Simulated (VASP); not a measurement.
HOs:

```
H Os
1.0
     2.74687    0.00000    0.00000
    -1.37343    2.37886    0.00000
     0.00000    0.00000    2.67915
H Os
1 1
Cartesian
  0.0000 0.0000 0.0000
  1.3734 0.7930 1.3396
```

```yaml
Program: VASP 6.6.1
Task: relaxation of cell and atoms
Functional: PBE
Potentials_or_basis: VASP PAW PBE potentials, release 64 (H, Os)
Cutoff: 600 eV
k_mesh: 6 × 6 × 6
Occupations: gaussian, width 0.1 eV
Spin: no spin polarisation
```

At the start: pressure 5.6 GPa; volume 8.75 Å³/atom.

**Question.** Where does the relaxation end?

**Answer.** Over 5 steps the energy falls by 36.6 meV/atom and the volume is 8.97 Å³/atom (+2.5 %); space group P-6m2 (No. 187, to 0.05 Å).

The path:
```
step  energy change (eV)  largest force (eV/Å)  pressure (GPa)  volume (Å³)
   1              0.0000                0.0000            5.57        17.51
   2             -0.0646                0.0000           -5.57        18.26
   3             -0.0646                0.0000           -5.47        18.25
   4             -0.0622                0.0000            7.24        17.60
   5             -0.0731                0.0000            0.20        17.94
```

Final structure:
```
CELL_PARAMETERS angstrom
2.69540 0.00000 0.00000
-1.34770 2.33428 0.00000
0.00000 0.00000 2.85120
ATOMIC_POSITIONS crystal
H 0.00000 0.00000 0.00000
Os 0.66667 0.33333 0.50000
```

Caveat: the k points lie up to 0.45 Å⁻¹ apart in the final cell.
